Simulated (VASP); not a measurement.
H:

```
H
1.0
     6.18308    0.00000    0.00000
     0.00000   11.75828    0.00000
     0.00000    0.00000    4.56887
H
16
Direct
  0.54692 0.75000 0.29404
  0.04692 0.75000 0.20596
  0.45308 0.25000 0.70596
  0.95308 0.25000 0.79404
  0.60310 0.75000 0.43733
  0.10310 0.75000 0.06267
  0.39690 0.25000 0.56267
  0.89690 0.25000 0.93733
  0.45007 0.99635 0.04399
  0.95007 0.50365 0.45601
  0.54993 0.49635 0.95601
  0.04993 0.00365 0.54399
  0.54993 0.00365 0.95601
  0.04993 0.49635 0.54399
  0.45007 0.50365 0.04399
  0.95007 0.99635 0.45601
```

```yaml
Program: VASP 6.6.1
Task: relaxation of cell and atoms
Functional: PBEsol
Potentials_or_basis: VASP PAW PBE potentials, release 64 (H)
Cutoff: 600 eV
k_mesh: 4 × 2 × 4
Occupations: gaussian, width 0.1 eV
Spin: no spin polarisation
```

At the start: pressure 0.5 GPa; volume 20.76 Å³/atom.

Problem. Where does the relaxation end?

Solution. Over 3 steps the energy falls by 2.6 meV/atom and the volume is 20.82 Å³/atom (+0.3 %); space group Pnma (No. 62, to 0.1 Å) before and after.

Step by step:
```tsv
step	energy change (eV)	largest force (eV/Å)	pressure (GPa)	volume (Å³)
1	0.0000	0.6182	0.53	332.17
2	0.2085	1.3312	-1.39	335.47
3	-0.0408	0.0141	-0.05	333.08
```

Final structure:
```yaml
crystal:
  lattice:
    - [6.19088, 0.00000, 0.00000]
    - [0.00000, 11.75761, 0.00000]
    - [0.00000, 0.00000, 4.57586]
  atoms:
    - { symbol: H, position: [0.54630, 0.75000, 0.29246] }
    - { symbol: H, position: [0.04630, 0.75000, 0.20754] }
    - { symbol: H, position: [0.45370, 0.25000, 0.70754] }
    - { symbol: H, position: [0.95370, 0.25000, 0.79246] }
    - { symbol: H, position: [0.60373, 0.75000, 0.43895] }
    - { symbol: H, position: [0.10373, 0.75000, 0.06105] }
    - { symbol: H, position: [0.39627, 0.25000, 0.56105] }
    - { symbol: H, position: [0.89627, 0.25000, 0.93895] }
    - { symbol: H, position: [0.44899, 0.99627, 0.04496] }
    - { symbol: H, position: [0.94899, 0.50373, 0.45504] }
    - { symbol: H, position: [0.55101, 0.49627, 0.95504] }
    - { symbol: H, position: [0.05101, 0.00373, 0.54496] }
    - { symbol: H, position: [0.55101, 0.00373, 0.95504] }
    - { symbol: H, position: [0.05101, 0.49627, 0.54496] }
    - { symbol: H, position: [0.44899, 0.50373, 0.04496] }
    - { symbol: H, position: [0.94899, 0.99627, 0.45504] }
```

Caveat: this functional lacks dispersion, which holds the molecules together, so the pressure and a relaxed volume are unreliable; the PAW data sets were made with another functional, which shifts forces and pressure a little.
